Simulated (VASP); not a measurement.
# PtS2 (P-3m1) in VASP: further runs

PtS2 is run at these levels: PBE; tasks: single point, relaxation of cell and atoms.

All numbers are computed with VASP 6.6.1; they aren't measurements. Logs are shortened: lines on timing, memory, paths and dates and some standing lists are left out, and cuts for length are marked.

## (1) The cell of the first run

The structure is trigonal, space group P-3m1 (No. 164). Conventional cell: a = 3.577 Å, b = 3.577 Å, c = 6.483 Å, α = 90.00°, β = 90.00°, γ = 120.00°. Pt (site symmetry -3m) has 6 S at 2.40 Å within 3.2 Å. S (site symmetry 3m) has 3 Pt at 2.40 Å and 3 S at 3.21 Å within 3.3 Å.

## (2) Single point, PBE

INCAR reads:

```
SYSTEM = PtS2
  PREC = Accurate
  ENCUT = 520
  EDIFF = 1E-6
  ISMEAR = 0
  SIGMA = 0.02
  LREAL = .FALSE.
  LASPH = .TRUE.
  NELM = 80
  ALGO = Normal
  ISIF = 2
  LWAVE = .FALSE.
  LCHARG = .FALSE.
  GGA = PE
  NBANDS = 18
```

KPOINTS reads:

```
Automatic mesh
0
G
  12 12 4
  0 0 0
```

POSCAR reads:

```
PtS2
1.0
    3.5766343130      0.0000000000      0.0000000000
   -1.7883171565      3.0974561751      0.0000000000
    0.0000000000      0.0000000000      6.4831509893
Pt S
1 2
Direct
    0.0000000000      0.0000000000      0.0000000000
    0.3333333333      0.6666666667      0.1893322534
    0.6666666667      0.3333333333      0.8106677466
```

Potentials or basis: VASP PAW PBE potentials, release 64 (Pt, S).

Launch:

```sh
$ cat potpaw_PBE.64/Pt/POTCAR potpaw_PBE.64/S/POTCAR > POTCAR
$ mpirun -np 1 vasp_std > vasp.out
```

OUTCAR:

```text
SYSTEM = PtS2
   PREC = Accurate
   ENCUT = 520
   EDIFF = 1E-6
   ISMEAR = 0
   LREAL = .FALSE.
   LASPH = .TRUE.
   NELM = 80
   ISIF = 2
   GGA = PE

 ion  position               nearest neighbor table
   1  0.000  0.000  0.000-   2 2.40   3 2.40   2 2.40   3 2.40   3 2.40   2 2.40
   2  0.333  0.667  0.189-   1 2.40   1 2.40   1 2.40
   3  0.667  0.333  0.811-   1 2.40   1 2.40   1 2.40

  LATTYP: Found a hexagonal cell.
 ALAT       =     3.5766343130
 C/A-ratio  =     1.8126401589

  Lattice vectors:

 A1 = (   3.5766343130,   0.0000000000,   0.0000000000)
 A2 = (  -1.7883171565,   3.0974561751,   0.0000000000)
 A3 = (   0.0000000000,   0.0000000000,   6.4831509893)

Analysis of symmetry for initial positions (statically):
=====================================================================
 Subroutine PRICEL returns:
 Original cell was already a primitive cell.

 Routine SETGRP: Setting up the symmetry group for a
 hexagonal supercell.

 Subroutine GETGRP returns: Found 12 space group operations
 (whereof 12 operations were pure point group operations)
 out of a pool of 24 trial point group operations.

The static configuration has the point symmetry D_3d.

Analysis of symmetry for dynamics (positions and initial velocities):
=====================================================================
 Subroutine PRICEL returns:
 Original cell was already a primitive cell.

 Routine SETGRP: Setting up the symmetry group for a
 hexagonal supercell.

 Subroutine GETGRP returns: Found 12 space group operations
 (whereof 12 operations were pure point group operations)
 out of a pool of 24 trial point group operations.

The dynamic configuration has the point symmetry D_3d.

 Subroutine INISYM returns: Found 12 space group operations
 (whereof 12 operations are pure point group operations),
 and found     1 'primitive' translations

----------------------------------------------------------------------------------------

                                     Primitive cell

  volume of cell :      71.8234

  direct lattice vectors                    reciprocal lattice vectors
     3.576634313  0.000000000  0.000000000     0.279592464  0.161422784  0.000000000
    -1.788317157  3.097456175  0.000000000     0.000000000  0.322845569  0.000000000
     0.000000000  0.000000000  6.483150989     0.000000000  0.000000000  0.154245983

  length of vectors
     3.576634313  3.576634313  6.483150989     0.322845569  0.322845569  0.154245983

  position of ions in fractional coordinates (direct lattice)
     0.000000000  0.000000000  0.000000000
     0.333333333  0.666666667  0.189332253
     0.666666667  0.333333333  0.810667747

  ion indices of the primitive-cell ions
   primitive index   ion index
                 1           1
                 2           2
                 3           3

----------------------------------------------------------------------------------------

 KPOINTS: Automatic mesh

Automatic generation of k-mesh.
 Grid dimensions read from file:
 generate k-points for:   12   12    4

 Generating k-lattice:

  Cartesian coordinates                     Fractional coordinates (reciprocal lattice)
     0.023299372  0.013451899  0.000000000     0.083333333  0.000000000  0.000000000
     0.000000000  0.026903797  0.000000000     0.000000000  0.083333333  0.000000000
     0.000000000  0.000000000  0.038561496     0.000000000  0.000000000  0.250000000

  Length of vectors
     0.026903797  0.026903797  0.038561496

  Shift w.r.t. Gamma in fractional coordinates (k-lattice)
     0.000000000  0.000000000  0.000000000

 Subroutine IBZKPT returns following result:
 ===========================================

 Found     69 irreducible k-points:

 Following reciprocal coordinates:
            Coordinates               Weight
  0.000000  0.000000  0.000000      1.000000
  0.083333 -0.000000  0.000000      6.000000
  0.166667  0.000000  0.000000      6.000000
  0.250000 -0.000000  0.000000      6.000000
  0.333333 -0.000000  0.000000      6.000000
  0.416667  0.000000  0.000000      6.000000
[... 16 lines left out ...]
  0.166667  0.000000  0.250000      6.000000
  0.000000  0.166667  0.250000      6.000000
 [... further k-points ...]
   k-points           NKPTS =     69   k-points in BZ     NKDIM =     69   number of bands    NBANDS=     18
   number of dos      NEDOS =    301   number of ions     NIONS =      3
   total plane-waves  NPLWV =  37632
   dimension x,y,z NGX =    28 NGY =   28 NGZ =   48
   dimension x,y,z NGXF=    56 NGYF=   56 NGZF=   96
   ions per type =               1   2
   NGX,Y,Z   is equivalent  to a cutoff of  13.01, 13.01, 12.31 a.u.
   NGXF,Y,Z  is equivalent  to a cutoff of  26.03, 26.03, 24.62 a.u.
 SYSTEM =  PtS2
   PREC   = accura    normal or accurate (medium, high low for compatibility)
   ISTART =      0    job   : 0-new  1-cont  2-samecut
   ICHARG =      2    charge: 1-file 2-atom 10-const
   ISPIN  =      1    spin polarized calculation?
   LNONCOLLINEAR =      F non collinear calculations
   LSORBIT =      F    spin-orbit coupling
   LASPH  =      T    aspherical Exc in radial PAW
   ENCUT  =  520.0 eV  38.22 Ry    6.18 a.u.   6.65  6.65 12.05*2*pi/ulx,y,z
   NELM   =     80;   NELMIN=  2; NELMDL= -5     # of ELM steps
   EDIFF  = 0.1E-05   stopping-criterion for ELM
   LREAL  =      F    real-space projection
   EDIFFG = 0.1E-04   stopping-criterion for IOM
   NSW    =      0    number of steps for IOM
   IBRION =     -1    ionic relax: 0-MD 1-quasi-New 2-CG
   NFREE  =      0    steps in history (QN), initial steepest desc. (CG)
   ISIF   =      2    stress and relaxation
   ISYM   =      2    0-nonsym 1-usesym 2-fastsym
   POTIM  = 0.5000    time-step for ionic-motion
   TEBEG  =    0.0;   TEEND  =   0.0 temperature during run
   PSTRESS=    0.0 pullay stress
   NELECT =      22.0000    total number of electrons
   NUPDOWN=      -1.0000    fix difference up-down
   EMIN   =  10.00;   EMAX   =-10.00  energy-range for DOS
   EFERMI =   0.00;   METHOD = LEGACY
   ISMEAR =     0;   SIGMA  =   0.02  broadening in eV -4-tet -1-fermi 0-gaus
   EFERMI_NEDOS =   21; number of points for ismear=-14 and -15
   IALGO  =     38    algorithm
   IMIX   =      4    mixing-type and parameters
     AMIX     =   0.40;   BMIX     =  1.00
     AMIX_MAG =   1.60;   BMIX_MAG =  1.00
  volume/ion in A,a.u.               =      23.94       161.56
  Fermi-wavevector in a.u.,A,eV,Ry     =   1.103554  2.085416 16.569617  1.217832
  Thomas-Fermi vector in A             =   2.240014
   LORBIT       =      0    0 simple, 1 ext, 2 COOP (PROOUT), +10 PAW based schemes
   GGA     = PE    functional components
   LHFCALC =     F    Hartree Fock is set to
   AEXX    =    0.0000 exact exchange contribution
   IVDW    =     0    specifies the selected vdW correction
   LEPSILON=     F    determine dielectric tensor
   LRPA    =     F    only Hartree local field effects (RPA)
 non-spin polarized calculation
 Gauss-broadening in eV      SIGMA  =   0.02
  energy-cutoff  :      520.00
  volume of cell :       71.82
 maximum number of plane-waves:      1962
 NGX is ok and might be reduce to    28
   NGX = 13   NGY = 13   NGZ = 25

 number of electron      21.9999996 magnetization

 Free energy of the ion-electron system (eV)
  ---------------------------------------------------
  ext. energy  EPLUGINS =         0.00000000
  ---------------------------------------------------
  free energy    TOTEN  =       -15.46554521 eV

  energy without entropy =      -15.46554521  energy(sigma->0) =      -15.46554521

 E-fermi :   3.2091     XC(G=0):  -8.8945

 val. band max:        3.0994706662   @ k =   0.1667   0.1667   0.0000
 cond. band min:       4.5954144315   @ k =   0.0000   0.2500   0.2500
 fundamental gap:      1.4959437653
 Fermi energy:         3.2090633085

 k-point     1 :       0.0000    0.0000    0.0000
  band No.  band energies     occupation
      1     -10.9922      2.00000
      2      -8.7484      2.00000
      3      -2.5330      2.00000
      4      -2.5330      2.00000
      5      -2.2740      2.00000
      6       0.1437      2.00000
[... 10 lines left out ...]
     17      11.8164      0.00000
     18      12.4323      0.00000

 k-point     2 :       0.0833   -0.0000    0.0000
  band No.  band energies     occupation
      1     -10.9074      2.00000
      2      -8.7706      2.00000
      3      -2.5150      2.00000
      4      -2.4789      2.00000
      5      -2.1942      2.00000
      6       0.0126      2.00000
[... 10 lines left out ...]
     17      12.1022      0.00000
     18      12.6698      0.00000

 k-point     3 :       0.1667    0.0000    0.0000
  band No.  band energies     occupation
      1     -10.6636      2.00000
      2      -8.8314      2.00000
      3      -2.4521      2.00000
      4      -2.3335      2.00000
      5      -1.9663      2.00000
      6      -0.4215      2.00000
[... 10 lines left out ...]
     17      12.8084      0.00000
     18      12.9095      0.00000

 k-point     4 :       0.2500   -0.0000    0.0000
  band No.  band energies     occupation
      1     -10.2952      2.00000
      2      -8.9144      2.00000
      3      -2.3628      2.00000
      4      -2.1509      2.00000
      5      -1.6790      2.00000
      6      -1.0216      2.00000
[... 10 lines left out ...]
     17      12.7703      0.00000
     18      13.3895      0.00000

 k-point     5 :       0.3333   -0.0000    0.0000
  band No.  band energies     occupation
      1      -9.8724      2.00000
      2      -8.9949      2.00000
      3      -2.5575      2.00000
      4      -2.0117      2.00000
      5      -1.6257      2.00000
      6      -0.9738      2.00000
[... 10 lines left out ...]
     17      13.1583      0.00000
     18      13.2214      0.00000

 k-point     6 :       0.4167    0.0000    0.0000
  band No.  band energies     occupation
      1      -9.5188      2.00000
      2      -9.0446      2.00000
      3      -3.0638      2.00000
      4      -1.9534      2.00000
      5      -1.3190      2.00000
      6      -0.6884      2.00000
[... 10 lines left out ...]
     17      12.8139      0.00000
     18      12.9010      0.00000

 k-point     7 :       0.5000   -0.0000    0.0000
  band No.  band energies     occupation
      1      -9.3838      2.00000
      2      -9.0524      2.00000
      3      -3.2910      2.00000
      4      -1.9423      2.00000
      5      -1.0142      2.00000
      6      -0.7164      2.00000
[... 10 lines left out ...]
     17      12.6652      0.00000
     18      12.7747      0.00000

 k-point     8 :       0.0833    0.0833    0.0000
  band No.  band energies     occupation
      1     -10.7430      2.00000
      2      -8.8121      2.00000
      3      -2.4692      2.00000
      4      -2.3832      2.00000
      5      -2.0416      2.00000
      6      -0.1712      2.00000
[... 10 lines left out ...]
     17      12.5958      0.00000
     18      12.8886      0.00000
[... 229 lines left out ...]
     17      12.9185      0.00000
     18      13.1137      0.00000

 k-point    20 :       0.0000    0.0000    0.2500
  band No.  band energies     occupation
      1     -10.9809      2.00000
      2      -8.7779      2.00000
      3      -2.5326      2.00000
      4      -2.5326      2.00000
      5      -2.1715      2.00000
      6       0.1433      2.00000
[... 10 lines left out ...]
     17      11.7968      0.00000
     18      11.7968      0.00000

 k-point    21 :       0.0833   -0.0000    0.2500
  band No.  band energies     occupation
      1     -10.8962      2.00000
      2      -8.7985      2.00000
      3      -2.5215      2.00000
      4      -2.4781      2.00000
      5      -2.0938      2.00000
      6       0.0125      2.00000
[... 10 lines left out ...]
     17      12.0600      0.00000
     18      12.1438      0.00000

 k-point    22 :       0.0000    0.0833    0.2500
  band No.  band energies     occupation
      1     -10.8963      2.00000
      2      -8.7983      2.00000
      3      -2.5241      2.00000
      4      -2.4790      2.00000
      5      -2.0911      2.00000
      6       0.0112      2.00000
[... 10 lines left out ...]
     17      11.9062      0.00000
     18      12.1080      0.00000

 k-point    23 :       0.1667    0.0000    0.2500
  band No.  band energies     occupation
      1     -10.6522      2.00000
      2      -8.8557      2.00000
      3      -2.4659      2.00000
      4      -2.3323      2.00000
      5      -1.8819      2.00000
      6      -0.4173      2.00000
[... 10 lines left out ...]
     17      12.7504      0.00000
     18      12.7592      0.00000

 k-point    24 :       0.0000    0.1667    0.2500
  band No.  band energies     occupation
      1     -10.6529      2.00000
      2      -8.8538      2.00000
      3      -2.4844      2.00000
      4      -2.3343      2.00000
      5      -1.8652      2.00000
      6      -0.4262      2.00000
[... 10 lines left out ...]
     17      12.0553      0.00000
     18      12.8506      0.00000

 [... further k-points ...]
[... 5 lines left out ...]
  --------------------------------------------------------------------------------------
  -------------------------------------------------------------------------------------
  Total       -0.1769574     -0.1769574     -0.1129292      0.0000000      0.0000000      0.0000000
  in kB       -3.9474220     -3.9474220     -2.5191316      0.0000000      0.0000000      0.0000000
  external PRESSURE =      -3.4713252 kB  Pullay stress =       0.0000000 kB

 VOLUME and BASIS-vectors are now :
 -----------------------------------------------------------------------------
  energy-cutoff  :      520.00
  volume of cell :       71.82
      direct lattice vectors                 reciprocal lattice vectors
     3.576634313  0.000000000  0.000000000     0.279592464  0.161422784  0.000000000
    -1.788317157  3.097456175  0.000000000     0.000000000  0.322845569  0.000000000
     0.000000000  0.000000000  6.483150989     0.000000000  0.000000000  0.154245983

 POSITION                                       TOTAL-FORCE (eV/Angst)
 -----------------------------------------------------------------------------------
      0.00000      0.00000      0.00000         0.000000      0.000000      0.000000
     -0.00000      2.06497      1.22747         0.000000     -0.000000     -0.035694
      1.78832      1.03249      5.25568        -0.000000      0.000000      0.035694
 -----------------------------------------------------------------------------------
    total drift:                               -0.000000     -0.000000     -0.000000

  FREE ENERGIE OF THE ION-ELECTRON SYSTEM (eV)
  ---------------------------------------------------
  free  energy   TOTEN  =       -15.4655452107 eV

  energy  without entropy=      -15.4655452107  energy(sigma->0) =      -15.46554521
```

Wall time 3.5 min (1 thread of Intel Xeon 8259CL, shared host); peak memory 0.24 GiB.

What came out:

```
Free energy            : -15.4655 eV
Pressure               : -0.3 GPa
Largest force          : 0.036 eV/Å
Band gap on the k mesh : 1.50 eV (least direct gap 1.57 eV)
```

Forces on the atoms (eV/Å):
```
Pt   0.000  0.000  0.000
S    0.000  0.000 -0.036
S    0.000  0.000  0.036
```

Levels at points of the mesh, in eV from the valence-band top:
```
           k point  band 9  band 10  band 11  band 12  band 13  band 14
(0.00, 0.00, 0.00)   -0.41    -0.40    -0.40     3.04     3.04     5.30
(0.50, 0.00, 0.00)   -2.14    -1.78    -1.64     2.58     2.89     5.53
(0.00, 0.00, 0.50)   -0.78    -0.41    -0.41     3.08     3.08     5.89
(0.50, 0.00, 0.50)   -2.12    -1.83    -1.35     2.71     2.81     5.34
```

Caveat: spin-orbit coupling is left out, which moves the levels of the heavy elements; this functional lacks dispersion, which binds layers or chains, so the pressure and a relaxed spacing across them are unreliable. A k mesh can miss the band edges.

## (3) Relaxation of cell and atoms, PBE

INCAR reads:

```
PREC = Accurate
ENCUT = 600
EDIFF = 1E-7
ISMEAR = 0
SIGMA = 0.02
LREAL = F
LASPH = T
NELM = 100
ALGO = Normal
ISIF = 3
LWAVE = F
LCHARG = F
GGA = PE
IBRION = 2
NSW = 100
EDIFFG = -0.005
```

KPOINTS reads:

```
Automatic mesh
0
Gamma
  12 12 4
```

POSCAR is that of step 2.

Potentials or basis: VASP PAW PBE potentials, release 64 (Pt, S).

Launch:

```sh
$ cat potpaw_PBE.64/Pt/POTCAR potpaw_PBE.64/S/POTCAR > POTCAR
$ mpirun -np 1 vasp_std > vasp.out
```

It took 9.5 min on 1 thread of Intel Xeon 8259CL, shared host; peak memory 0.29 GiB.

Results (log left out):

| Item | Value |
| --- | --- |
| Free energy | -15.4663 eV |
| Relaxed volume | 23.88 Å³/atom |
| Relaxed cell | a = 3.573 Å, b = 3.573 Å, c = 6.479 Å, α = 90.00°, β = 90.00°, γ = 120.00° |
| Space group after relaxing (to 0.1 Å) | P-3m1 (No. 164) |
| Energy gained by relaxing | 0.1 meV/atom |
| Ionic steps | 3 |
| Pressure after relaxing | 0.0 GPa |
| Largest force after relaxing | 0.004 eV/Å |
| Band gap on the k mesh | 1.50 eV (least direct gap 1.58 eV) |

Forces in eV/Å, atoms in the order of the input:
```
Pt   0.000  0.000  0.000
S    0.000  0.000  0.004
S    0.000  0.000 -0.004
```

The path:
```csv
step,energy change (eV),largest force (eV/Å),pressure (GPa),volume (Å³)
1,0.0000,0.0369,-0.31,71.82
2,0.0004,0.0721,0.51,71.35
3,-0.0002,0.0043,0.00,71.64
```

Final structure:
```
Pt S
1.0
     3.57313    0.00000    0.00000
    -1.78656    3.09442    0.00000
     0.00000    0.00000    6.47934
Pt S
1 2
Cartesian
  0.0000 0.0000 0.0000
  0.0000 2.0629 1.2261
  1.7866 1.0315 5.2533
```

Levels at points of the mesh, in eV from the valence-band top:
```csv
k point,band 9,band 10,band 11,band 12,band 13,band 14
"(0.00, 0.00, 0.00)",-0.41,-0.40,-0.40,3.06,3.06,5.32
"(0.50, 0.00, 0.00)",-2.15,-1.78,-1.65,2.59,2.90,5.54
"(0.00, 0.00, 0.50)",-0.78,-0.42,-0.42,3.09,3.09,5.88
"(0.50, 0.00, 0.50)",-2.13,-1.84,-1.36,2.72,2.82,5.35
```

Caveat: spin-orbit coupling is left out, which moves the levels of the heavy elements; this functional lacks dispersion, which binds layers or chains, so the pressure and a relaxed spacing across them are unreliable. A k mesh can miss the band edges.
